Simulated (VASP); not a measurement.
Here is a VASP 6.6.1 calculation.

The input INCAR:

```
PREC = Accurate ; ENCUT = 520
EDIFF = 1E-6 ; ISMEAR = 0
SIGMA = 0.02 ; LREAL = False
LASPH = True ; NELM = 60
ALGO = Normal ; ISIF = 2
LWAVE = False ; LCHARG = True
GGA = PS ; LELF = True
LVHAR = True ; NBANDS = 11
```

The input KPOINTS:

```
regular mesh
0
Gamma
  6 6 6
```

The input POSCAR:

```
MgS
1.0
    0.0000000000      2.7764576000      2.8331200000
    2.7764576000      0.0000000000      2.8331200000
    2.7764576000      2.7764576000      0.0000000000
Mg S
1 1
Direct
    0.0000000000      0.0000000000      0.0000000000
    0.7500000000      0.7500000000      0.7500000000
```

Potentials or basis: VASP PAW PBE potentials, release 64 (Mg, S).

Run with:

```sh
$ cat potpaw_PBE.64/Mg/POTCAR potpaw_PBE.64/S/POTCAR > POTCAR
$ mpirun -np 1 vasp_std > vasp.out
```

Question: Estimate the band gap on the k mesh.

Answer: 3.46 eV, direct.

Question: What does it give for the pressure?

Answer: 1.9 GPa.

Stress tensor (GPa, compression positive):
```
2.06 0.00 0.00
0.00 2.06 0.00
0.00 0.00 1.68
```

Caveat: the PAW data sets were made with another functional, which shifts forces and pressure a little. A k mesh can miss the band edges.
